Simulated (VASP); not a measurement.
Input of a VASP 6.6.1 run:

Contents of INCAR:

```
PREC = Accurate ; ENCUT = 520
EDIFF = 1E-6 ; ISMEAR = -1
SIGMA = 0.05 ; LREAL = F
LASPH = T ; NELM = 150
ALGO = Normal ; ISIF = 2
LWAVE = F ; LCHARG = T
ISPIN = 2 ; MAGMOM = 0 2.5 0 0
LORBIT = 11 ; NUPDOWN = 2.5
LMAXMIX = 4 ; GGA = PS
LELF = T ; LVHAR = T
NBANDS = 30
```

Contents of KPOINTS:

```
Automatic mesh
0
Gamma
  9 9 9
```

File POSCAR:

```
VWC2
1.0
    1.5170411163      0.8758640969      4.9338931930
   -1.5170411163      0.8758640969      4.9338931930
    0.0000000000     -1.7517281937      4.9338931930
W V C
1 1 2
Direct
    0.0000000000      0.0000000000      0.0000000000
    0.5000000000      0.5000000000      0.5000000000
    0.2464940000      0.2464940000      0.2464940000
    0.7535060000      0.7535060000      0.7535060000
```

Potentials or basis: VASP PAW PBE potentials, release 64 (W_sv, V_sv, C).

Launch:

```bash
$ cat potpaw_PBE.64/W_sv/POTCAR potpaw_PBE.64/V_sv/POTCAR potpaw_PBE.64/C/POTCAR > POTCAR
$ mpirun -np 1 vasp_std > vasp.out
```

Predict the largest force.

0.520 eV/Å.

Predict the pressure.

-0.2 GPa.

Forces on the atoms (eV/Å):
```
W    0.000  0.000  0.000
V    0.000  0.000  0.000
C    0.000  0.000  0.520
C    0.000  0.000 -0.520
```

Caveat: the PAW data sets were made with another functional, which shifts forces and pressure a little; the total moment is fixed, so each spin has its own Fermi level and the state may be an excited one.
